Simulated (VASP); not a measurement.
Be3N2, 5 atoms in the cell. The structure is trigonal, space group P-3m1 (No. 164). The conventional cell has a = 2.818 Å, b = 2.818 Å, c = 4.667 Å, α = 90.00°, β = 90.00°, γ = 120.00°. Be (site symmetry -3m) has 6 N at 2.01 Å and 6 Be at 2.31 Å within 2.7 Å. Within 2.2 Å of Be (site symmetry 3m) lie 4 N at 1.69 to 1.85 Å and 3 Be at 2.14 Å. N (site symmetry 3m) has 7 Be at 1.69 to 2.01 Å within 2.2 Å. 

| Item | Value |
| --- | --- |
| Program | VASP 6.6.1 |
| Task | single point |
| Functional | PBEsol |
| Potentials or basis | VASP PAW PBE potentials, release 64 (Be, N) |
| Cutoff | 520 eV |
| k mesh | 12 × 12 × 6 |
| Occupations | gaussian, width 0.01 eV |
| Spin | no spin polarisation |
| Dipole correction | no |
| Further INCAR settings | ALGO = Normal; EDIFF = 1e-06; NBANDS = 16 |

Potentials or basis: VASP PAW PBE potentials, release 64 (Be, N).

Command:

```console
$ cat potpaw_PBE.64/Be/POTCAR potpaw_PBE.64/N/POTCAR > POTCAR
$ mpirun -np 1 vasp_std > vasp.out
```

Hardware: 1 thread of Intel(R) Xeon(R) Platinum 8375C CPU @ 2.90GHz (Ice Lake), with other jobs on the host.

Question: Estimate the wall time of this run.

Answer: Wall time 29 s on 1 thread of Intel(R) Xeon(R) Platinum 8375C CPU @ 2.90GHz (Ice Lake), with other jobs on the host, peak memory 0.17 GiB. Counts: scf iterations 12, k points 100.
